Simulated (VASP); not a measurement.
# Mo (Im-3m) in VASP: single point with r2SCAN

Aim: the single point of Mo with r2SCAN.

Program: VASP 6.6.1. These are calculated values, not measurements. Logs are shortened: lines on timing, memory, paths and dates and some standing lists are left out, and cuts for length are marked.

## Step 1: The cell of the first run

It takes space group Im-3m (No. 229, cubic). Conventional cell: a = 3.185 Å, b = 3.185 Å, c = 3.185 Å, α = 90.00°, β = 90.00°, γ = 90.00°. Mo (site symmetry m-3m) has 14 Mo at 2.76 to 3.19 Å within 3.6 Å.

## Step 2: Single point, r2SCAN

File POSCAR:

```
Mo
1.0
   -1.5926584500      1.5926584500      1.5926584500
    1.5926584500     -1.5926584500      1.5926584500
    1.5926584500      1.5926584500     -1.5926584500
Mo
1
Direct
    0.0000000000      0.0000000000      0.0000000000
```

File INCAR.step1:

```
SYSTEM = Mo
ALGO = Normal
EDIFF = 1E-4
ENCUT = 520
GGA = PE
ISMEAR = -1
LASPH = .True.
LCHARG = .False.
LREAL = .False.
LWAVE = .True.
NBANDS = 13
NELM = 60
PREC = Accurate
SIGMA = 0.1
```

File INCAR.step2:

```
SYSTEM = Mo
ALGO = Normal
EDIFF = 1E-6
ENCUT = 520
ISIF = 2
ISMEAR = -1
ISTART = 1
LASPH = .True.
LCHARG = .True.
LELF = .True.
LMIXTAU = .True.
LREAL = .False.
LVHAR = .True.
LWAVE = .False.
METAGGA = R2SCAN
NBANDS = 13
NELM = 60
PREC = Accurate
SIGMA = 0.1
```

File KPOINTS:

```
k-points
0
Gamma
  15 15 15
  0 0 0
```

Potentials or basis: VASP PAW PBE potentials, release 64 (Mo_sv).

Launch:

```
$ cat potpaw_PBE.64/Mo_sv/POTCAR > POTCAR
$ cp INCAR.step1 INCAR
$ mpirun -np 1 vasp_std > vasp.out
$ cp INCAR.step2 INCAR
$ mpirun -np 1 vasp_std > vasp.out
```

OUTCAR:

```text
SYSTEM = Mo
   EDIFF = 1E-6
   ENCUT = 520
   ISIF = 2
   ISMEAR = -1
   ISTART = 1
   LASPH = .True.
   LREAL = .False.
   METAGGA = R2SCAN
   NELM = 60
   PREC = Accurate

 ion  position               nearest neighbor table
   1  0.000  0.000  0.000-

  LATTYP: Found a body centered cubic cell.
 ALAT       =     3.1853169000

  Lattice vectors:

 A1 = (  -1.5926584500,   1.5926584500,   1.5926584500)
 A2 = (   1.5926584500,  -1.5926584500,   1.5926584500)
 A3 = (   1.5926584500,   1.5926584500,  -1.5926584500)

Analysis of symmetry for initial positions (statically):
=====================================================================
 Subroutine PRICEL returns:
 Original cell was already a primitive cell.

 Routine SETGRP: Setting up the symmetry group for a
 body centered cubic supercell.

 Subroutine GETGRP returns: Found 48 space group operations
 (whereof 48 operations were pure point group operations)
 out of a pool of 48 trial point group operations.

The static configuration has the point symmetry O_h .

Analysis of symmetry for dynamics (positions and initial velocities):
=====================================================================
 Subroutine PRICEL returns:
 Original cell was already a primitive cell.

 Routine SETGRP: Setting up the symmetry group for a
 body centered cubic supercell.

 Subroutine GETGRP returns: Found 48 space group operations
 (whereof 48 operations were pure point group operations)
 out of a pool of 48 trial point group operations.

The dynamic configuration has the point symmetry O_h .

 Subroutine INISYM returns: Found 48 space group operations
 (whereof 48 operations are pure point group operations),
 and found     1 'primitive' translations

----------------------------------------------------------------------------------------

                                     Primitive cell

  volume of cell :      16.1595

  direct lattice vectors                    reciprocal lattice vectors
    -1.592658450  1.592658450  1.592658450     0.000000000  0.313940506  0.313940506
     1.592658450 -1.592658450  1.592658450     0.313940506  0.000000000  0.313940506
     1.592658450  1.592658450 -1.592658450     0.313940506  0.313940506  0.000000000

  length of vectors
     2.758565355  2.758565355  2.758565355     0.443978922  0.443978922  0.443978922

[... 77 lines left out ...]
   NELM   =     60;   NELMIN=  2; NELMDL=  0     # of ELM steps
   EDIFF  = 0.1E-05   stopping-criterion for ELM
   LREAL  =      F    real-space projection
   EDIFFG = 0.1E-04   stopping-criterion for IOM
   NSW    =      0    number of steps for IOM
   IBRION =     -1    ionic relax: 0-MD 1-quasi-New 2-CG
   NFREE  =      0    steps in history (QN), initial steepest desc. (CG)
   ISIF   =      2    stress and relaxation
   ISYM   =      2    0-nonsym 1-usesym 2-fastsym
   POTIM  = 0.5000    time-step for ionic-motion
   TEBEG  =    0.0;   TEEND  =   0.0 temperature during run
   PSTRESS=    0.0 pullay stress
   NELECT =      14.0000    total number of electrons
   NUPDOWN=      -1.0000    fix difference up-down
   EMIN   =  10.00;   EMAX   =-10.00  energy-range for DOS
   EFERMI =   0.00;   METHOD = LEGACY
   ISMEAR =    -1;   SIGMA  =   0.10  broadening in eV -4-tet -1-fermi 0-gaus
   EFERMI_NEDOS =   21; number of points for ismear=-14 and -15
   IALGO  =     38    algorithm
   IMIX   =      4    mixing-type and parameters
     AMIX     =   0.40;   BMIX     =  1.00
     AMIX_MAG =   1.60;   BMIX_MAG =  1.00
  volume/ion in A,a.u.               =      16.16       109.05
  Fermi-wavevector in a.u.,A,eV,Ry     =   1.560660  2.949219 33.139145  2.435658
  Thomas-Fermi vector in A             =   2.663839
   LORBIT       =      0    0 simple, 1 ext, 2 COOP (PROOUT), +10 PAW based schemes
   METAGGA = R2SCAN    functional components
   LHFCALC =     F    Hartree Fock is set to
   AEXX    =    0.0000 exact exchange contribution
   IVDW    =     0    specifies the selected vdW correction
   LEPSILON=     F    determine dielectric tensor
   LRPA    =     F    only Hartree local field effects (RPA)
 non-spin polarized calculation
  energy-cutoff  :      520.00
  volume of cell :       16.16
 maximum number of plane-waves:       448
 NGX is ok and might be reduce to    24
   NGX = 11   NGY = 11   NGZ = 11

 number of electron      14.0000001 magnetization

 Free energy of the ion-electron system (eV)
  ---------------------------------------------------
  ext. energy  EPLUGINS =         0.00000000
  ---------------------------------------------------
  free energy    TOTEN  =       -26.07663679 eV

  energy without entropy =      -26.05723383  energy(sigma->0) =      -26.06693531

 E-fermi :  11.9891     XC(G=0): -14.4264

 val. band max:       11.9875910736   @ k =  -0.2667   0.2667   0.1333
 cond. band min:      12.0364123282   @ k =  -0.3333   0.3333   0.2000
 fundamental gap:      0.0488212546
 Fermi energy:        11.9890745557

 k-point     1 :       0.0000    0.0000    0.0000
  band No.  band energies     occupation
      1     -51.2002      2.00000
      2     -23.7492      2.00000
      3     -23.7492      2.00000
      4     -23.7492      2.00000
      5       4.4670      2.00000
      6      10.6598      2.00000
      7      10.6598      2.00000
      8      10.6598      2.00000
      9      13.8782      0.00000
     10      13.8782      0.00000
     11      27.4638      0.00000
     12      27.4638      0.00000
     13      27.4638      0.00000
[... 354 lines left out ...]
  band No.  band energies     occupation
      1     -50.9236      2.00000
      2     -24.9434      2.00000
      3     -24.3783      2.00000
      4     -23.8873      2.00000
      5       7.6357      2.00000
      6       8.9059      2.00000
      7      10.9847      1.99991
      8      13.6964      0.00000
      9      14.8289      0.00000
     10      19.4805      0.00000
     11      22.8841      0.00000
     12      25.1309      0.00000
     13      28.7568      0.00000

 [... further k-points ...]
[... 5 lines left out ...]
  --------------------------------------------------------------------------------------
  -------------------------------------------------------------------------------------
  Total       -0.7340971     -0.7340971     -0.7340971      0.0000000     -0.0000000      0.0000000
  in kB      -72.7840338    -72.7840338    -72.7840338      0.0000000     -0.0000000      0.0000000
  external PRESSURE =     -72.7840338 kB  Pullay stress =       0.0000000 kB

 VOLUME and BASIS-vectors are now :
 -----------------------------------------------------------------------------
  energy-cutoff  :      520.00
  volume of cell :       16.16
      direct lattice vectors                 reciprocal lattice vectors
    -1.592658450  1.592658450  1.592658450     0.000000000  0.313940506  0.313940506
     1.592658450 -1.592658450  1.592658450     0.313940506  0.000000000  0.313940506
     1.592658450  1.592658450 -1.592658450     0.313940506  0.313940506  0.000000000

 POSITION                                       TOTAL-FORCE (eV/Angst)
 -----------------------------------------------------------------------------------
      0.00000      0.00000      0.00000         0.000000     -0.000000      0.000000
 -----------------------------------------------------------------------------------
    total drift:                               -0.000000     -0.000000     -0.000000

  FREE ENERGIE OF THE ION-ELECTRON SYSTEM (eV)
  ---------------------------------------------------
  free  energy   TOTEN  =       -26.0766367898 eV

  energy  without entropy=      -26.0572338272  energy(sigma->0) =      -26.06693531
```

OUTCAR.step1:

```text
SYSTEM = Mo
   EDIFF = 1E-4
   ENCUT = 520
   GGA = PE
   ISMEAR = -1
   LASPH = .True.
   LREAL = .False.
[... 600 lines left out ...]
 -----------------------------------------------------------------------------------
      0.00000      0.00000      0.00000        -0.000000      0.000000     -0.000000
 -----------------------------------------------------------------------------------
    total drift:                               -0.000000      0.000000      0.000000

  FREE ENERGIE OF THE ION-ELECTRON SYSTEM (eV)
  ---------------------------------------------------
  free  energy   TOTEN  =       -10.9387939436 eV

  energy  without entropy=      -10.9164658856  energy(sigma->0) =      -10.92762991
```

OSZICAR.step1:

```text
N       E                     dE             d eps       ncg     rms          rms(c)
DAV:   1     0.924650305947E+02    0.92465E+02   -0.80067E+03  3136   0.110E+03
DAV:   2    -0.104447019095E+02   -0.10291E+03   -0.99013E+02  3610   0.308E+02
DAV:   3    -0.116216958689E+02   -0.11770E+01   -0.11740E+01  3460   0.329E+01
DAV:   4    -0.116243948426E+02   -0.26990E-02   -0.26989E-02  3500   0.192E+00
DAV:   5    -0.116244126501E+02   -0.17808E-04   -0.17807E-04  3439   0.139E-01    0.136E+01
DAV:   6    -0.110201764003E+02    0.60424E+00   -0.76838E-01  3185   0.107E+01    0.349E+00
DAV:   7    -0.109424674771E+02    0.77709E-01   -0.13965E-01  3450   0.432E+00    0.100E+00
DAV:   8    -0.109387140479E+02    0.37534E-02   -0.41373E-03  3245   0.820E-01    0.202E-01
DAV:   9    -0.109387939436E+02   -0.79896E-04   -0.94737E-05  2420   0.124E-01
   1 F= -.10938794E+02 E0= -.10927630E+02  d E =-.223281E-01
```

It took 3 min on 1 thread of AMD EPYC 7R13, shared host; peak memory 0.13 GiB.

Results:

* Free energy: -26.0766 eV
* Pressure: -7.3 GPa
* Band gap on the k mesh: zero (band 7 reaches 15.68 eV, above the bottom of band 8 at 10.66 eV)

Caveat: the PAW data sets were made with another functional, which shifts forces and pressure a little.
